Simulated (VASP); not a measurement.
Crystal: BN.

```
N B
1.0
     0.00000    3.51846    2.18044
     1.25992    0.00000    2.18044
     1.25992    3.51846    0.00000
N B
1 1
Cartesian
  1.2599 3.5185 2.9072
  1.2599 3.5185 0.0002
```

Base run:

```yaml
Program: VASP 6.6.1
Functional: r2SCAN
Potentials_or_basis: VASP PAW PBE potentials, release 64 (N, B)
Cutoff: 520 eV
k_mesh: 13 × 13 × 13
Occupations: fermi-dirac, width 0.05 eV
Spin: no spin polarisation
```

Its results: band gap on the k mesh 4.40 eV (least direct gap 5.30 eV); pressure -4.6 GPa; largest force 0.008 eV/Å.

Problem. The run is repeated on the same cell with these changes: functional from r2SCAN to PBEsol. What comes out?

Solution. Band gap on the k mesh 3.78 eV (least direct gap 4.54 eV); pressure -3.6 GPa; largest force 0.009 eV/Å.

Caveats: the PAW data sets were made with another functional, which shifts forces and pressure a little; the stress differs along the axes, from -7 to -0 GPa (at least some runs); the stress differs along the axes, from -5 to 0 GPa (at least some runs).

A k mesh can miss the band edges.
